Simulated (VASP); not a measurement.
# Si3N4 in VASP: further runs

Runs on Si3N4. Level: r2SCAN. Tasks: single point.

All numbers are computed with VASP 6.6.1; they aren't measurements. Logs are shortened: lines on timing, memory, paths and dates and some standing lists are left out, and cuts for length are marked.

## 1. The cell of the first run

The typed cell holds 14 atoms: a = 7.565 Å, b = 7.565 Å, c = 2.894 Å, α = 90.00°, β = 90.00°, γ = 120.00°.

## 2. Single point, r2SCAN

Contents of POSCAR:

```
Si3N4
1.0
    7.5647133300      0.0000000000      0.0000000000
   -3.7823566600      6.5512349500      0.0000000000
    0.0000000000      0.0000000000      2.8942923300
N Si
8 6
Direct
    0.3333000000      0.6667000000      0.2500000000
    0.6666000000      0.3333000000      0.7500000000
    0.3399000000      0.0357000000      0.2500000000
    0.3042000000      0.3399000000      0.7500000000
    0.9643000000      0.3042000000      0.2500000000
    0.6601000000      0.9643000000      0.7500000000
    0.6958000000      0.6601000000      0.2500000000
    0.0357000000      0.6958000000      0.7500000000
    0.1842000000      0.7704000000      0.2500000000
    0.4138000000      0.1842000000      0.7500000000
    0.2296000000      0.4138000000      0.2500000000
    0.8158000000      0.2296000000      0.7500000000
    0.5862000000      0.8158000000      0.2500000000
    0.7704000000      0.5862000000      0.7500000000
```

Contents of INCAR.step1:

```
PREC = Accurate
ENCUT = 520
ISMEAR = -1
SIGMA = 0.0996
LREAL = F
LASPH = T
NELM = 100
NBANDS = 45
GGA = PE
ALGO = Normal
EDIFF = 1E-4
LWAVE = T
LCHARG = F
```

Contents of INCAR.step2:

```
PREC = Accurate
ENCUT = 520
EDIFF = 1E-6
ISMEAR = -1
SIGMA = 0.0996
LREAL = F
LASPH = T
NELM = 100
ALGO = Normal
ISIF = 2
LWAVE = F
LCHARG = F
METAGGA = R2SCAN
LMIXTAU = T
NBANDS = 45
ISTART = 1
```

Contents of KPOINTS:

```
regular mesh
0
Gamma
  4 4 9
```

Potentials or basis: VASP PAW PBE potentials, release 64 (N, Si).

Launch:

```sh
> cat potpaw_PBE.64/N/POTCAR potpaw_PBE.64/Si/POTCAR > POTCAR
> cp INCAR.step1 INCAR
> mpirun -np 1 vasp_std > vasp.out
> cp INCAR.step2 INCAR
> mpirun -np 1 vasp_std > vasp.out
```

OUTCAR:

```text
PREC = Accurate
   ENCUT = 520
   EDIFF = 1E-6
   ISMEAR = -1
   LREAL = F
   LASPH = T
   NELM = 100
   ISIF = 2
   METAGGA = R2SCAN
   ISTART = 1

 ion  position               nearest neighbor table
   1  0.333  0.667  0.250-   9 1.67  13 1.67  11 1.67
   2  0.667  0.333  0.750-  10 1.67  14 1.67  12 1.67
   3  0.340  0.036  0.250-  10 1.74  10 1.74   9 1.75
   4  0.304  0.340  0.750-  11 1.74  11 1.74  10 1.75
   5  0.964  0.304  0.250-  12 1.74  12 1.74  11 1.75
   6  0.660  0.964  0.750-  13 1.74  13 1.74  12 1.75
   7  0.696  0.660  0.250-  14 1.74  14 1.74  13 1.75
   8  0.036  0.696  0.750-   9 1.74   9 1.74  14 1.75
   9  0.184  0.770  0.250-   1 1.67   8 1.74   8 1.74   3 1.75  13 2.88  11 2.88  14 3.08  14 3.08
                            10 3.08  10 3.08
  10  0.414  0.184  0.750-   2 1.67   3 1.74   3 1.74   4 1.75  12 2.88  14 2.88  11 3.08  11 3.08
                             9 3.08   9 3.08
  11  0.230  0.414  0.250-   1 1.67   4 1.74   4 1.74   5 1.75   9 2.88  13 2.88  12 3.08  12 3.08
                            10 3.08  10 3.08
  12  0.816  0.230  0.750-   2 1.67   5 1.74   5 1.74   6 1.75  10 2.88  14 2.88  11 3.08  11 3.08
                            13 3.08  13 3.08
  13  0.586  0.816  0.250-   1 1.67   6 1.74   6 1.74   7 1.75   9 2.88  11 2.88  14 3.08  14 3.08
                            12 3.08  12 3.08
  14  0.770  0.586  0.750-   2 1.67   7 1.74   7 1.74   8 1.75  12 2.88  10 2.88   9 3.08   9 3.08
                            13 3.08  13 3.08

  LATTYP: Found a hexagonal cell.
 ALAT       =     7.5647133300
 C/A-ratio  =     0.3826043637

  Lattice vectors:

 A1 = (   7.5647133300,   0.0000000000,   0.0000000000)
 A2 = (  -3.7823566600,   6.5512349500,   0.0000000000)
 A3 = (   0.0000000000,   0.0000000000,   2.8942923300)

Analysis of symmetry for initial positions (statically):
=====================================================================
 Subroutine PRICEL returns:
 Original cell was already a primitive cell.

 Routine SETGRP: Setting up the symmetry group for a
 hexagonal supercell.

 Subroutine GETGRP returns: Found  2 space group operations
 (whereof  1 operations were pure point group operations)
 out of a pool of 24 trial point group operations.

The static configuration has the point symmetry C_1 .
 The point group associated with its full space group is C_1h.

Analysis of symmetry for dynamics (positions and initial velocities):
=====================================================================
 Subroutine PRICEL returns:
 Original cell was already a primitive cell.

 Routine SETGRP: Setting up the symmetry group for a
 hexagonal supercell.

 Subroutine GETGRP returns: Found  2 space group operations
 (whereof  1 operations were pure point group operations)
 out of a pool of 24 trial point group operations.

The dynamic configuration has the point symmetry C_1 .
 The point group associated with its full space group is C_1h.

 Subroutine INISYM returns: Found  2 space group operations
 (whereof  1 operations are pure point group operations),
 and found     1 'primitive' translations

----------------------------------------------------------------------------------------

                                     Primitive cell

  volume of cell :     143.4360

  direct lattice vectors                    reciprocal lattice vectors
     7.564713330  0.000000000  0.000000000     0.132192716  0.076321488  0.000000000
    -3.782356660  6.551234950  0.000000000     0.000000000  0.152642976  0.000000000
     0.000000000  0.000000000  2.894292330     0.000000000  0.000000000  0.345507601

  length of vectors
     7.564713330  7.564714223  2.894292330     0.152642994  0.152642976  0.345507601

  position of ions in fractional coordinates (direct lattice)
     0.333300000  0.666700000  0.250000000
     0.666600000  0.333300000  0.750000000
     0.339900000  0.035700000  0.250000000
     0.304200000  0.339900000  0.750000000
     0.964300000  0.304200000  0.250000000
     0.660100000  0.964300000  0.750000000
     0.695800000  0.660100000  0.250000000
     0.035700000  0.695800000  0.750000000
[... 31 lines left out ...]

 Generating k-lattice:

  Cartesian coordinates                     Fractional coordinates (reciprocal lattice)
     0.033048179  0.019080372  0.000000000     0.250000000 -0.000000000  0.000000000
     0.000000000  0.038160744  0.000000000     0.000000000  0.250000000  0.000000000
     0.000000000  0.000000000  0.038389733     0.000000000  0.000000000  0.111111111

  Length of vectors
     0.038160749  0.038160744  0.038389733

  Shift w.r.t. Gamma in fractional coordinates (k-lattice)
     0.000000000  0.000000000  0.000000000

 Subroutine IBZKPT returns following result:
 ===========================================

 Found     50 irreducible k-points:

 Following reciprocal coordinates:
            Coordinates               Weight
  0.000000  0.000000  0.000000      1.000000
  0.250000  0.000000  0.000000      2.000000
  0.000000  0.250000  0.000000      2.000000
 -0.250000  0.250000  0.000000      2.000000
  0.500000  0.000000  0.000000      1.000000
  0.000000  0.500000  0.000000      1.000000
[... 16 lines left out ...]
  0.000000  0.250000  0.222222      4.000000
 -0.250000  0.250000  0.222222      4.000000
 [... further k-points ...]
   k-points           NKPTS =     50   k-points in BZ     NKDIM =     50   number of bands    NBANDS=     45
   number of dos      NEDOS =    301   number of ions     NIONS =     14
   total plane-waves  NPLWV =  75264
   dimension x,y,z NGX =    56 NGY =   56 NGZ =   24
   dimension x,y,z NGXF=   112 NGYF=  112 NGZF=   48
   ions per type =               8   6
   NGX,Y,Z   is equivalent  to a cutoff of  12.31, 12.31, 13.79 a.u.
   NGXF,Y,Z  is equivalent  to a cutoff of  24.61, 24.61, 27.57 a.u.
 SYSTEM =  unknown system
   PREC   = accura    normal or accurate (medium, high low for compatibility)
   ISTART =      1    job   : 0-new  1-cont  2-samecut
   ICHARG =      0    charge: 1-file 2-atom 10-const
   ISPIN  =      1    spin polarized calculation?
   LNONCOLLINEAR =      F non collinear calculations
   LSORBIT =      F    spin-orbit coupling
   LASPH  =      T    aspherical Exc in radial PAW
   ENCUT  =  520.0 eV  38.22 Ry    6.18 a.u.  14.07 14.07  5.38*2*pi/ulx,y,z
   NELM   =    100;   NELMIN=  2; NELMDL=  0     # of ELM steps
   EDIFF  = 0.1E-05   stopping-criterion for ELM
   LREAL  =      F    real-space projection
   EDIFFG = 0.1E-04   stopping-criterion for IOM
   NSW    =      0    number of steps for IOM
   IBRION =     -1    ionic relax: 0-MD 1-quasi-New 2-CG
   NFREE  =      0    steps in history (QN), initial steepest desc. (CG)
   ISIF   =      2    stress and relaxation
   ISYM   =      2    0-nonsym 1-usesym 2-fastsym
   POTIM  = 0.5000    time-step for ionic-motion
   TEBEG  =    0.0;   TEEND  =   0.0 temperature during run
   PSTRESS=    0.0 pullay stress
   NELECT =      64.0000    total number of electrons
   NUPDOWN=      -1.0000    fix difference up-down
   EMIN   =  10.00;   EMAX   =-10.00  energy-range for DOS
   EFERMI =   0.00;   METHOD = LEGACY
   ISMEAR =    -1;   SIGMA  =   0.10  broadening in eV -4-tet -1-fermi 0-gaus
   EFERMI_NEDOS =   21; number of points for ismear=-14 and -15
   IALGO  =     38    algorithm
   IMIX   =      4    mixing-type and parameters
     AMIX     =   0.40;   BMIX     =  1.00
     AMIX_MAG =   1.60;   BMIX_MAG =  1.00
  volume/ion in A,a.u.               =      10.25        69.14
  Fermi-wavevector in a.u.,A,eV,Ry     =   1.250976  2.364001 21.292298  1.564940
  Thomas-Fermi vector in A             =   2.384945
   LORBIT       =      0    0 simple, 1 ext, 2 COOP (PROOUT), +10 PAW based schemes
   METAGGA = R2SCAN    functional components
   LHFCALC =     F    Hartree Fock is set to
   AEXX    =    0.0000 exact exchange contribution
   IVDW    =     0    specifies the selected vdW correction
   LEPSILON=     F    determine dielectric tensor
   LRPA    =     F    only Hartree local field effects (RPA)
 non-spin polarized calculation
  energy-cutoff  :      520.00
  volume of cell :      143.44
 maximum number of plane-waves:      3898
   NGX = 29   NGY = 29   NGZ = 11

 number of electron      63.9999998 magnetization

 Free energy of the ion-electron system (eV)
  ---------------------------------------------------
  ext. energy  EPLUGINS =         0.00000000
  ---------------------------------------------------
  free energy    TOTEN  =      -143.66962651 eV

  energy without entropy =     -143.66962651  energy(sigma->0) =     -143.66962651

 E-fermi :   8.8782     XC(G=0): -11.4239

 val. band max:        6.7377721679   @ k =   0.0000   0.0000   0.2222
 cond. band min:      11.8116900828   @ k =   0.0000   0.0000   0.0000
 fundamental gap:      5.0739179150
 Fermi energy:         8.8781971837

 k-point     1 :       0.0000    0.0000    0.0000
  band No.  band energies     occupation
      1     -12.6660      2.00000
      2     -11.1223      2.00000
      3     -10.7532      2.00000
      4     -10.7528      2.00000
      5     -10.1272      2.00000
      6     -10.1268      2.00000
[... 1117 lines left out ...]
     43      15.7555      0.00000
     44      15.8170      0.00000

 [... further k-points ...]

 [bands above 44 left out]

------------------------ aborting loop because EDIFF is reached ----------------------------------------

  FORCE on cell =-STRESS in cart. coord.  units (eV):
  Direction    XX          YY          ZZ          XY          YZ          ZX
  --------------------------------------------------------------------------------------
  -------------------------------------------------------------------------------------
  Total        7.0804957      7.0561662     -0.0509947      0.0048136      0.0000000      0.0000000
  in kB       79.0890216     78.8172609     -0.5696103      0.0537682      0.0000000      0.0000000
  external PRESSURE =      52.4455574 kB  Pullay stress =       0.0000000 kB

 VOLUME and BASIS-vectors are now :
 -----------------------------------------------------------------------------
  energy-cutoff  :      520.00
  volume of cell :      143.44
      direct lattice vectors                 reciprocal lattice vectors
     7.564713330  0.000000000  0.000000000     0.132192716  0.076321488  0.000000000
    -3.782356660  6.551234950  0.000000000     0.000000000  0.152642976  0.000000000
     0.000000000  0.000000000  2.894292330     0.000000000  0.000000000  0.345507601

 POSITION                                       TOTAL-FORCE (eV/Angst)
 -----------------------------------------------------------------------------------
     -0.00038      4.36771      0.72357         0.019497     -0.011569      0.000000
      3.78198      2.18353      2.17072         0.019492      0.011578      0.000000
      2.43622      0.23388      0.72357        -0.371134     -0.044443      0.000000
      1.01556      2.22676      2.17072        -0.149198     -0.339859      0.000000
      6.14406      1.99289      0.72357         0.220954     -0.298259      0.000000
      1.34614      6.31736      2.17072         0.370445      0.043562      0.000000
      2.76679      4.32447      0.72357         0.145223      0.342262      0.000000
     -2.36170      4.55835      2.17072        -0.226131      0.296172      0.000000
     -1.52051      5.04707      0.72357        -2.272510      0.822831      0.000000
      2.43357      1.20674      2.17072        -1.847196     -1.558756      0.000000
      0.17172      2.71090      0.72357         0.422672     -2.361662      0.000000
      5.30286      1.50416      2.17072         2.256091     -0.815843      0.000000
      1.34879      5.34450      0.72357         1.834942      1.549733      0.000000
      3.61064      3.84033      2.17072        -0.423147      2.364252      0.000000
 -----------------------------------------------------------------------------------
    total drift:                               -0.000001     -0.000001      0.000000

  FREE ENERGIE OF THE ION-ELECTRON SYSTEM (eV)
  ---------------------------------------------------
  free  energy   TOTEN  =      -143.6696265133 eV

  energy  without entropy=     -143.6696265132  energy(sigma->0) =     -143.66962651
```

It took 7 min on 1 thread of Intel Xeon 6975P-C (Granite Rapids), shared host; peak memory 0.42 GiB.

Results:

- Free energy: -143.6696 eV
- Pressure: 5.2 GPa
- Largest force: 2.417 eV/Å
- Band gap on the k mesh: 5.07 eV (least direct gap 5.33 eV)

Forces in eV/Å, atoms in the order of the input:
```
N    0.019 -0.012  0.000
N    0.019  0.012  0.000
N   -0.371 -0.044  0.000
N   -0.149 -0.340  0.000
N    0.221 -0.298  0.000
N    0.370  0.044  0.000
N    0.145  0.342  0.000
N   -0.226  0.296  0.000
Si  -2.273  0.823  0.000
Si  -1.847 -1.559  0.000
Si   0.423 -2.362  0.000
Si   2.256 -0.816  0.000
Si   1.835  1.550  0.000
Si  -0.423  2.364  0.000
```

Levels at points of the mesh, in eV from the valence-band top:
```tsv
k point	band 30	band 31	band 32	band 33	band 34	band 35
(0.00, 0.00, 0.00)	-1.09	-0.84	-0.26	5.07	5.41	5.79
(0.50, 0.00, 0.00)	-0.97	-0.90	-0.69	5.29	5.52	5.65
(0.00, 0.50, 0.00)	-0.97	-0.90	-0.70	5.29	5.52	5.65
(0.50, 0.50, 0.00)	-0.97	-0.90	-0.69	5.29	5.52	5.65
```

Caveat: the cell stands under pressure; the PAW data sets were made with another functional, which shifts forces and pressure a little; an odd mesh through Γ misses points on the zone boundary, where band edges can lie.

## 3. Single point, r2SCAN

Contents of POSCAR:

```
Si3N4
1.0
    7.5647139269     -0.0000000029      0.0000000000
   -3.7823569610      6.5512344345      0.0000000000
    0.0000000000      0.0000000000      2.8942923300
N Si
8 6
Direct
    0.3333333333      0.6666666667      0.2500000000
    0.6666666667      0.3333333333      0.7500000000
    0.3301355344      0.0305811036      0.2500000000
    0.2995544308      0.3301355344      0.7500000000
    0.9694188964      0.2995544308      0.2500000000
    0.6698644656      0.9694188964      0.7500000000
    0.7004455692      0.6698644656      0.2500000000
    0.0305811036      0.7004455692      0.7500000000
    0.1746376376      0.7686072087      0.2500000000
    0.4060304289      0.1746376376      0.7500000000
    0.2313927913      0.4060304289      0.2500000000
    0.8253623624      0.2313927913      0.7500000000
    0.5939695711      0.8253623624      0.2500000000
    0.7686072087      0.5939695711      0.7500000000
```

Contents of INCAR.step1:

```
  PREC = Accurate
  ENCUT = 520
  ISMEAR = -1
  SIGMA = 0.0996
  LREAL = False
  LASPH = True
  NELM = 100
  NBANDS = 45
  GGA = PE
  ALGO = Normal
  EDIFF = 1E-4
  LWAVE = True
  LCHARG = False
```

Contents of INCAR.step2:

```
  PREC = Accurate
  ENCUT = 520
  EDIFF = 1E-6
  ISMEAR = -1
  SIGMA = 0.0996
  LREAL = False
  LASPH = True
  NELM = 100
  ALGO = Normal
  ISIF = 2
  LWAVE = False
  LCHARG = False
  METAGGA = R2SCAN
  LMIXTAU = True
  NBANDS = 45
  ISTART = 1
```

Contents of KPOINTS:

```
Automatic mesh
0
Gamma
  4 4 7
```

Potentials or basis: VASP PAW PBE potentials, release 64 (N, Si).

Launch:

```sh
> cat potpaw_PBE.64/N/POTCAR potpaw_PBE.64/Si/POTCAR > POTCAR
> cp INCAR.step1 INCAR
> mpirun -np 1 vasp_std > vasp.out
> cp INCAR.step2 INCAR
> mpirun -np 1 vasp_std > vasp.out
```

It took 3 min on 1 thread of Intel Xeon 6975P-C (Granite Rapids), shared host; peak memory 0.31 GiB.

The run converged. Its results:

```
Free energy            : -144.1386 eV
Pressure               : 3.7 GPa
Band gap on the k mesh : 5.03 eV (least direct gap 5.24 eV)
```

Stress tensor (GPa, compression positive):
```
3.84 0.00 0.00
0.00 3.84 0.00
0.00 0.00 3.37
```

Levels at points of the mesh, in eV from the valence-band top:
| k point | band 29 | band 30 | band 31 | band 32 | band 33 | band 34 | band 35 | band 36 |
| --- | --- | --- | --- | --- | --- | --- | --- | --- |
| (0.00, 0.00, 0.00) | -1.33 | -0.49 | -0.41 | -0.22 | 5.03 | 5.35 | 5.64 | 5.64 |
| (0.50, 0.00, 0.00) | -1.39 | -0.82 | -0.35 | -0.27 | 5.33 | 5.44 | 5.61 | 6.04 |

Caveat: the cell stands under pressure; the PAW data sets were made with another functional, which shifts forces and pressure a little; an odd mesh through Γ misses points on the zone boundary, where band edges can lie. r2SCAN opens gaps a little over a GGA but as a rule still falls short of measured ones.
